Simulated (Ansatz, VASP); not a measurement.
**Te2Mo: VASP beside Ansatz**

INCAR

```
PREC = Accurate
ENCUT = 520
EDIFF = 1E-8
ISMEAR = -1
SIGMA = 0.02
LREAL = F
LASPH = T
NELM = 60
ALGO = Normal
ISIF = 2
LWAVE = F
LCHARG = F
GGA = PE
LEFG = T
NBANDS = 35
```

Contents of KPOINTS:

```
Automatic mesh
0
Gamma
  14 14 3
```

The input POSCAR:

```
Te2Mo
1.0
    3.5182000000      0.0000000000      0.0000000000
   -1.7591000000      3.0468505756      0.0000000000
    0.0000000000      0.0000000000     13.9736000000
Te Mo
4 2
Direct
    0.3333333333      0.6666666667      0.6210000000
    0.6666666667      0.3333333333      0.1210000000
    0.3333333333      0.6666666667      0.8790000000
    0.6666666667      0.3333333333      0.3790000000
    0.3333333333      0.6666666667      0.2500000000
    0.6666666667      0.3333333333      0.7500000000
```

Input for Ansatz:

```yaml
crystal:
  lattice:
    - [3.5182, 0.0, 0.0]
    - [-1.7591, 3.0468505756, 0.0]
    - [0.0, 0.0, 13.9736]
  atoms:
    - { symbol: Te, position: [0.3333333333, 0.6666666667, 0.621] }
    - { symbol: Te, position: [0.6666666667, 0.3333333333, 0.121] }
    - { symbol: Te, position: [0.3333333333, 0.6666666667, 0.879] }
    - { symbol: Te, position: [0.6666666667, 0.3333333333, 0.379] }
    - { symbol: Mo, position: [0.3333333333, 0.6666666667, 0.25] }
    - { symbol: Mo, position: [0.6666666667, 0.3333333333, 0.75] }
kpoints:
  mp_grid: { grid: [14, 14, 3] }
scf:
  occupations: { method: fermi_dirac, width: 0.02 }
  mixing: { algorithm: msr1, beta: 0.2, ndim: 4 }
hamiltonian:
  xc: pbe
  pseudopotentials: { kind: paw }
output:
  forces: true
  stress: true
  populations: true
  efg: { quadrupole_moments_barn: { Mo: -0.022 }, contact_densities: true }
```

Alike in both runs: task electric field gradients; functional PBE; k mesh 14 × 14 × 3; occupations fermi-dirac, width 0.02 eV; no spin polarisation.

|  | VASP | Ansatz |
| --- | --- | --- |
| version | VASP 6.6.1 | Ansatz 0.2.0 |
| potentials or method | VASP PAW PBE potentials, release 64 (Te, Mo_sv) | plane-wave PAW, scalar-relativistic |
| plane-wave cutoff (eV) | 520 | 420 |
| valence electrons in the cell | 52 | 92 |

Ansatz gave:

```
gap on the k mesh at the Fermi level (eV)                     : 0.75
pressure (GPa)                                                : 2.9
traceless stress, the component that is largest in VASP (GPa) : 0.45
rms of the force components (eV/Å)                            : 0.083
size of Vzz on the site where it differs most (V/Å²)          : 186.5
```

Estimate VASP's values.

gap on the k mesh at the Fermi level (eV): 0.74; pressure (GPa): 2.9; traceless stress, the component that is largest in VASP (GPa): 0.51; rms of the force components (eV/Å): 0.089; size of Vzz on the site where it differs most (V/Å²): 179.1.

Atom by atom the forces differ by 0.007 eV/Å (rms over components). VASP's potentials hold 52 valence electrons a cell and Ansatz's 92, so a difference there can come from the potentials and not from the codes.

Spin-orbit coupling is off throughout.
